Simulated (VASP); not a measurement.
The system is MgO.

```
CELL_PARAMETERS angstrom
0.00000 2.10217 2.08115
2.10217 0.00000 2.08115
2.10217 2.10217 0.00000
ATOMIC_POSITIONS crystal
Mg 0.00000 0.00000 0.00000
O 0.50000 0.50000 0.50000
```

This cell differs from its parent crystal: uniaxial z strain -1.0%.

Base run:

| Quantity | Value |
| --- | --- |
| Program | VASP 6.6.1 |
| Functional | r2SCAN |
| Potentials or basis | VASP PAW PBE potentials, release 64 (Mg, O) |
| Cutoff | 520 eV |
| k mesh | 10 × 10 × 10 |
| Occupations | gaussian, width 0.01 eV |
| Spin | no spin polarisation |

Its results: band gap on the k mesh 5.75 eV; pressure 0.6 GPa.

The run is repeated on the same cell with these changes: functional from r2SCAN to PBE; occupations from gaussian, width 0.01 eV to fermi-dirac, width 0.02 eV. What comes out?

Band gap on the k mesh 4.87 eV; pressure 6.7 GPa.

Caveats: the PAW data sets were made with another functional, which shifts forces and pressure a little (at least some runs); the cell stands under pressure (at least some runs).

